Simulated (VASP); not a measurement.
# GaN (P6_3/mmc) in VASP: further runs

GaN is run at these levels: PBEsol, r2SCAN+rVV10; tasks: single point, relaxation of cell and atoms.

Program: VASP 6.6.1. These are calculated values, not measurements. Logs are shortened: lines on timing, memory, paths and dates and some standing lists are left out, and cuts for length are marked.

## (1) The cell of the first run

It takes space group P6_3/mmc (No. 194, hexagonal). The conventional cell has a = 3.307 Å, b = 3.307 Å, c = 4.721 Å, α = 90.00°, β = 90.00°, γ = 120.00°. Within 2.5 Å of Ga (site symmetry -6m2) lie 5 N at 1.91 to 2.36 Å. N (site symmetry -6m2) has 5 Ga at 1.91 to 2.36 Å within 2.5 Å.

## (2) Single point, PBEsol

Contents of INCAR:

```
ALGO = Normal
EDIFF = 1E-6
ENCUT = 520
GGA = PS
ISIF = 2
ISMEAR = -1
LASPH = True
LCHARG = False
LREAL = False
LWAVE = False
NBANDS = 26
NELM = 100
PREC = Accurate
SIGMA = 0.03
```

Contents of KPOINTS:

```
k-points
0
Gamma
  9 9 6
```

Contents of POSCAR:

```
GaN
1.0
    3.3072906630      0.0000000000      0.0000000000
   -1.6536453315      2.8641977318      0.0000000000
    0.0000000000      0.0000000000      4.7205407927
Ga N
2 2
Direct
    0.3333333333      0.6666666667      0.2500000000
    0.6666666667      0.3333333333      0.7500000000
    0.6666666667      0.3333333333      0.2500000000
    0.3333333333      0.6666666667      0.7500000000
```

Potentials or basis: VASP PAW PBE potentials, release 64 (Ga_d, N).

Started as:

```sh
$ cat potpaw_PBE.64/Ga_d/POTCAR potpaw_PBE.64/N/POTCAR > POTCAR
$ mpirun -np 1 vasp_std > vasp.out
```

OUTCAR:

```text
EDIFF = 1E-6
   ENCUT = 520
   GGA = PS
   ISIF = 2
   ISMEAR = -1
   LASPH = True
   LREAL = False
   NELM = 100
   PREC = Accurate

 ion  position               nearest neighbor table
   1  0.333  0.667  0.250-   3 1.91   3 1.91   3 1.91
   2  0.667  0.333  0.750-   4 1.91   4 1.91   4 1.91
   3  0.667  0.333  0.250-   1 1.91   1 1.91   1 1.91
   4  0.333  0.667  0.750-   2 1.91   2 1.91   2 1.91

  LATTYP: Found a hexagonal cell.
 ALAT       =     3.3072906630
 C/A-ratio  =     1.4273135547

  Lattice vectors:

 A1 = (   3.3072906630,   0.0000000000,   0.0000000000)
 A2 = (  -1.6536453315,   2.8641977318,   0.0000000000)
 A3 = (   0.0000000000,   0.0000000000,   4.7205407927)

Analysis of symmetry for initial positions (statically):
=====================================================================
 Subroutine PRICEL returns:
 Original cell was already a primitive cell.

 Routine SETGRP: Setting up the symmetry group for a
 hexagonal supercell.

 Subroutine GETGRP returns: Found 24 space group operations
 (whereof 12 operations were pure point group operations)
 out of a pool of 24 trial point group operations.

The static configuration has the point symmetry D_3d.
 The point group associated with its full space group is D_6h.

Analysis of symmetry for dynamics (positions and initial velocities):
=====================================================================
 Subroutine PRICEL returns:
 Original cell was already a primitive cell.

 Routine SETGRP: Setting up the symmetry group for a
 hexagonal supercell.

 Subroutine GETGRP returns: Found 24 space group operations
 (whereof 12 operations were pure point group operations)
 out of a pool of 24 trial point group operations.

The dynamic configuration has the point symmetry D_3d.
 The point group associated with its full space group is D_6h.

 Subroutine INISYM returns: Found 24 space group operations
 (whereof 12 operations are pure point group operations),
 and found     1 'primitive' translations

----------------------------------------------------------------------------------------

                                     Primitive cell

  volume of cell :      44.7164

  direct lattice vectors                    reciprocal lattice vectors
     3.307290663  0.000000000  0.000000000     0.302362296  0.174568953  0.000000000
    -1.653645331  2.864197732  0.000000000     0.000000000  0.349137907  0.000000000
     0.000000000  0.000000000  4.720540793     0.000000000  0.000000000  0.211840135

  length of vectors
     3.307290663  3.307290663  4.720540793     0.349137907  0.349137907  0.211840135

  position of ions in fractional coordinates (direct lattice)
     0.333333333  0.666666667  0.250000000
     0.666666667  0.333333333  0.750000000
     0.666666667  0.333333333  0.250000000
     0.333333333  0.666666667  0.750000000

  ion indices of the primitive-cell ions
   primitive index   ion index
                 1           1
                 2           2
                 3           3
                 4           4

----------------------------------------------------------------------------------------

 KPOINTS: k-points

Automatic generation of k-mesh.
 Grid dimensions read from file:
 generate k-points for:    9    9    6

 Generating k-lattice:

  Cartesian coordinates                     Fractional coordinates (reciprocal lattice)
     0.033595811  0.019396550  0.000000000     0.111111111 -0.000000000  0.000000000
     0.000000000  0.038793101  0.000000000     0.000000000  0.111111111  0.000000000
     0.000000000  0.000000000  0.035306689     0.000000000  0.000000000  0.166666667

  Length of vectors
     0.038793101  0.038793101  0.035306689

  Shift w.r.t. Gamma in fractional coordinates (k-lattice)
     0.000000000  0.000000000  0.000000000

 Subroutine IBZKPT returns following result:
 ===========================================

 Found     48 irreducible k-points:

 Following reciprocal coordinates:
            Coordinates               Weight
  0.000000  0.000000  0.000000      1.000000
  0.111111  0.000000  0.000000      6.000000
  0.222222  0.000000  0.000000      6.000000
  0.333333  0.000000  0.000000      6.000000
  0.444444  0.000000  0.000000      6.000000
  0.111111  0.111111  0.000000      6.000000
[... 16 lines left out ...]
  0.333333  0.222222  0.166667     24.000000
  0.333333  0.333333  0.166667      4.000000
 [... further k-points ...]
   k-points           NKPTS =     48   k-points in BZ     NKDIM =     48   number of bands    NBANDS=     26
   number of dos      NEDOS =    301   number of ions     NIONS =      4
   total plane-waves  NPLWV =  28224
   dimension x,y,z NGX =    28 NGY =   28 NGZ =   36
   dimension x,y,z NGXF=    56 NGYF=   56 NGZF=   72
   ions per type =               2   2
   NGX,Y,Z   is equivalent  to a cutoff of  14.07, 14.07, 12.68 a.u.
   NGXF,Y,Z  is equivalent  to a cutoff of  28.15, 28.15, 25.36 a.u.
 SYSTEM =  unknown system
   PREC   = accura    normal or accurate (medium, high low for compatibility)
   ISTART =      0    job   : 0-new  1-cont  2-samecut
   ICHARG =      2    charge: 1-file 2-atom 10-const
   ISPIN  =      1    spin polarized calculation?
   LNONCOLLINEAR =      F non collinear calculations
   LSORBIT =      F    spin-orbit coupling
   LASPH  =      T    aspherical Exc in radial PAW
   ENCUT  =  520.0 eV  38.22 Ry    6.18 a.u.   6.15  6.15  8.78*2*pi/ulx,y,z
   NELM   =    100;   NELMIN=  2; NELMDL= -5     # of ELM steps
   EDIFF  = 0.1E-05   stopping-criterion for ELM
   LREAL  =      F    real-space projection
[... 7 lines left out ...]
   TEBEG  =    0.0;   TEEND  =   0.0 temperature during run
   PSTRESS=    0.0 pullay stress
   NELECT =      36.0000    total number of electrons
   NUPDOWN=      -1.0000    fix difference up-down
   EMIN   =  10.00;   EMAX   =-10.00  energy-range for DOS
   EFERMI =   0.00;   METHOD = LEGACY
   ISMEAR =    -1;   SIGMA  =   0.03  broadening in eV -4-tet -1-fermi 0-gaus
   EFERMI_NEDOS =   21; number of points for ismear=-14 and -15
   IALGO  =     38    algorithm
   IMIX   =      4    mixing-type and parameters
     AMIX     =   0.40;   BMIX     =  1.00
     AMIX_MAG =   1.60;   BMIX_MAG =  1.00
  volume/ion in A,a.u.               =      11.18        75.44
  Fermi-wavevector in a.u.,A,eV,Ry     =   1.522953  2.877965 31.557178  2.319387
  Thomas-Fermi vector in A             =   2.631463
   LORBIT       =      0    0 simple, 1 ext, 2 COOP (PROOUT), +10 PAW based schemes
   GGA     = PS    functional components
   LHFCALC =     F    Hartree Fock is set to
   AEXX    =    0.0000 exact exchange contribution
   IVDW    =     0    specifies the selected vdW correction
   LEPSILON=     F    determine dielectric tensor
   LRPA    =     F    only Hartree local field effects (RPA)
 non-spin polarized calculation
  energy-cutoff  :      520.00
  volume of cell :       44.72
 maximum number of plane-waves:      1221
 NGX is ok and might be reduce to    28
   NGX = 13   NGY = 13   NGZ = 17

 number of electron      35.9999981 magnetization

 Free energy of the ion-electron system (eV)
  ---------------------------------------------------
  ext. energy  EPLUGINS =         0.00000000
  ---------------------------------------------------
  free energy    TOTEN  =       -25.33178485 eV

  energy without entropy =      -25.33178485  energy(sigma->0) =      -25.33178485

 E-fermi :   6.6531     XC(G=0): -12.0475

 val. band max:        6.0385193776   @ k =   0.0000   0.0000   0.0000
 cond. band min:       7.4618752048   @ k =   0.0000   0.0000   0.0000
 fundamental gap:      1.4233558272
 Fermi energy:         6.6531180443

 k-point     1 :       0.0000    0.0000    0.0000
  band No.  band energies     occupation
      1     -10.7025      2.00000
      2      -9.7119      2.00000
      3      -8.1142      2.00000
      4      -8.1142      2.00000
      5      -8.1053      2.00000
      6      -8.1053      2.00000
[... 18 lines left out ...]
     25      16.2984      0.00000
     26      18.6093      0.00000

 k-point     2 :       0.1111    0.0000    0.0000
  band No.  band energies     occupation
      1     -10.5777      2.00000
      2      -9.6705      2.00000
      3      -8.1139      2.00000
      4      -8.0908      2.00000
      5      -8.0856      2.00000
      6      -8.0777      2.00000
[... 18 lines left out ...]
     25      16.7176      0.00000
     26      17.5003      0.00000

 k-point     3 :       0.2222    0.0000    0.0000
  band No.  band energies     occupation
      1     -10.2548      2.00000
      2      -9.5775      2.00000
      3      -8.0857      2.00000
      4      -8.0326      2.00000
      5      -8.0152      2.00000
      6      -8.0027      2.00000
[... 18 lines left out ...]
     25      16.2789      0.00000
     26      17.8158      0.00000

 k-point     4 :       0.3333    0.0000    0.0000
  band No.  band energies     occupation
      1      -9.8953      2.00000
      2      -9.4969      2.00000
      3      -8.0273      2.00000
      4      -8.0078      2.00000
      5      -7.9734      2.00000
      6      -7.9356      2.00000
[... 18 lines left out ...]
     25      17.8476      0.00000
     26      18.2956      0.00000
[... 496 lines left out ...]
      1      -9.6815      2.00000
      2      -9.4461      2.00000
      3      -8.0344      2.00000
      4      -8.0078      2.00000
      5      -7.9875      2.00000
      6      -7.9811      2.00000
[... 18 lines left out ...]
     25      16.0318      0.00000
     26      18.7875      0.00000

 k-point    23 :       0.3333    0.2222    0.1667
  band No.  band energies     occupation
      1      -9.5287      2.00000
      2      -9.4247      2.00000
      3      -8.0365      2.00000
      4      -8.0098      2.00000
      5      -7.9692      2.00000
      6      -7.9441      2.00000
[... 18 lines left out ...]
     25      16.6811      0.00000
     26      18.2903      0.00000

 k-point    24 :       0.3333    0.3333    0.1667
  band No.  band energies     occupation
      1      -9.4464      2.00000
      2      -9.4464      2.00000
      3      -8.0307      2.00000
      4      -7.9981      2.00000
      5      -7.9981      2.00000
      6      -7.9008      2.00000
[... 18 lines left out ...]
     25      17.7630      0.00000
     26      17.7735      0.00000

 [... further k-points ...]
[... 5 lines left out ...]
  --------------------------------------------------------------------------------------
  -------------------------------------------------------------------------------------
  Total       -0.1046756     -0.1046756      0.1191648      0.0000000      0.0000000      0.0000000
  in kB       -3.7504963     -3.7504963      4.2696430      0.0000000      0.0000000      0.0000000
  external PRESSURE =      -1.0771165 kB  Pullay stress =       0.0000000 kB

 VOLUME and BASIS-vectors are now :
 -----------------------------------------------------------------------------
  energy-cutoff  :      520.00
  volume of cell :       44.72
      direct lattice vectors                 reciprocal lattice vectors
     3.307290663  0.000000000  0.000000000     0.302362296  0.174568953  0.000000000
    -1.653645331  2.864197732  0.000000000     0.000000000  0.349137907  0.000000000
     0.000000000  0.000000000  4.720540793     0.000000000  0.000000000  0.211840135

 POSITION                                       TOTAL-FORCE (eV/Angst)
 -----------------------------------------------------------------------------------
     -0.00000      1.90947      1.18014         0.000000     -0.000000      0.000000
      1.65365      0.95473      3.54041        -0.000000      0.000000      0.000000
      1.65365      0.95473      1.18014        -0.000000      0.000000      0.000000
     -0.00000      1.90947      3.54041         0.000000      0.000000      0.000000
 -----------------------------------------------------------------------------------
    total drift:                                0.000000     -0.000000     -0.000000

  FREE ENERGIE OF THE ION-ELECTRON SYSTEM (eV)
  ---------------------------------------------------
  free  energy   TOTEN  =       -25.3317848526 eV

  energy  without entropy=      -25.3317848526  energy(sigma->0) =      -25.33178485
```

Wall time 1.7 min (1 thread of Intel Xeon 6975P-C, shared host); peak memory 0.2 GiB.

Results:

```
Free energy            : -25.3318 eV
Pressure               : -0.1 GPa
Band gap on the k mesh : 1.42 eV, direct
```

Levels at points of the mesh, in eV from the valence-band top:
| k point | band 15 | band 16 | band 17 | band 18 | band 19 | band 20 | band 21 | band 22 |
| --- | --- | --- | --- | --- | --- | --- | --- | --- |
| (0.00, 0.00, 0.00) | -2.17 | -0.93 | -0.93 | 0.00 | 1.42 | 1.93 | 8.13 | 8.13 |
| (0.00, 0.00, 0.50) | -1.54 | -1.54 | -1.54 | -1.54 | 3.54 | 3.54 | 7.81 | 7.81 |

Caveat: the PAW data sets were made with another functional, which shifts forces and pressure a little.

## (3) Relaxation of cell and atoms, PBEsol

This run uses another cell than the first one, of 8.44 Å³/atom, 0.755 times its volume.

Contents of INCAR:

```
PREC = Accurate
ENCUT = 600
EDIFF = 1E-7
ISMEAR = -1
SIGMA = 0.03
LREAL = F
LASPH = T
NELM = 80
ALGO = Normal
ISIF = 3
LWAVE = F
LCHARG = F
GGA = PS
IBRION = 2
NSW = 100
EDIFFG = -0.01
```

Contents of KPOINTS:

```
regular mesh
0
Gamma
  9 9 6
```

Contents of POSCAR:

```
GaN
1.0
    3.1482840262      0.0000000000      0.0000000000
   -1.5741420131      2.7264939450      0.0000000000
    0.0000000000      0.0000000000      3.9351459000
Ga N
2 2
Direct
    0.3333333333      0.6666666667      0.2500000000
    0.6666666667      0.3333333333      0.7500000000
    0.6666666667      0.3333333333      0.2500000000
    0.3333333333      0.6666666667      0.7500000000
```

Potentials or basis: VASP PAW PBE potentials, release 64 (Ga_d, N).

Started as:

```sh
$ cat potpaw_PBE.64/Ga_d/POTCAR potpaw_PBE.64/N/POTCAR > POTCAR
$ mpirun -np 1 vasp_std > vasp.out
```

It took 8.2 min on 1 thread of Intel Xeon 6975P-C, shared host; peak memory 0.19 GiB.

The run converged. Its results:

- Free energy: -25.3144 eV
- Relaxed volume: 11.13 Å³/atom
- Relaxed cell: a = 3.308 Å, b = 3.308 Å, c = 4.700 Å, α = 90.00°, β = 90.00°, γ = 120.00°
- Space group after relaxing (to 0.05 Å): P6_3/mmc (No. 194)
- Energy gained by relaxing: 594.5 meV/atom
- Ionic steps: 11
- Pressure after relaxing: 0.0 GPa
- Band gap on the k mesh: 1.45 eV, direct

Stress tensor (GPa, compression positive):
```
-0.09  0.00  0.00
 0.00 -0.09  0.00
 0.00  0.00  0.06
```

The path:
| step | energy change (eV) | largest force (eV/Å) | pressure (GPa) | volume (Å³) |
| --- | --- | --- | --- | --- |
| 1 | 0.0000 | 0.0000 | 88.33 | 33.78 |
| 2 | 0.2045 | 0.0000 | -32.69 | 61.98 |
| 3 | -2.2351 | 0.0000 | -4.16 | 44.69 |
| 4 | -2.2428 | 0.0000 | -1.89 | 44.14 |
| 5 | -2.2437 | 0.0000 | -0.83 | 43.91 |
| 6 | -2.3292 | 0.0000 | 0.42 | 43.80 |
| 7 | -2.3664 | 0.0000 | 4.10 | 43.56 |
| 8 | -2.3675 | 0.0000 | 3.56 | 43.59 |
| 9 | -2.3722 | 0.0000 | -2.83 | 45.25 |
| 10 | -2.3780 | 0.0000 | -0.21 | 44.53 |
| 11 | -2.3782 | 0.0000 | -0.04 | 44.54 |

Final structure:
```
CELL_PARAMETERS angstrom
3.30801 0.00000 0.00000
-1.65400 2.86482 0.00000
0.00000 0.00000 4.69956
ATOMIC_POSITIONS crystal
Ga 0.33333 0.66667 0.25000
Ga 0.66667 0.33333 0.75000
N 0.66667 0.33333 0.25000
N 0.33333 0.66667 0.75000
```

Levels at points of the mesh, in eV from the valence-band top:
```tsv
k point	band 14	band 15	band 16	band 17	band 18	band 19	band 20	band 21	band 22
(0.00, 0.00, 0.00)	-2.19	-2.19	-0.92	-0.92	0.00	1.45	1.92	8.12	8.12
(0.00, 0.00, 0.50)	-3.45	-1.54	-1.54	-1.54	-1.54	3.58	3.58	7.85	7.85
```

Caveat: the volume moved by over 15 % at a fixed basis, so the end points are rough; the PAW data sets were made with another functional, which shifts forces and pressure a little. A hybrid or GW would open this gap; PBEsol tends to underestimate it.

(Continued in part 2 of 2.)
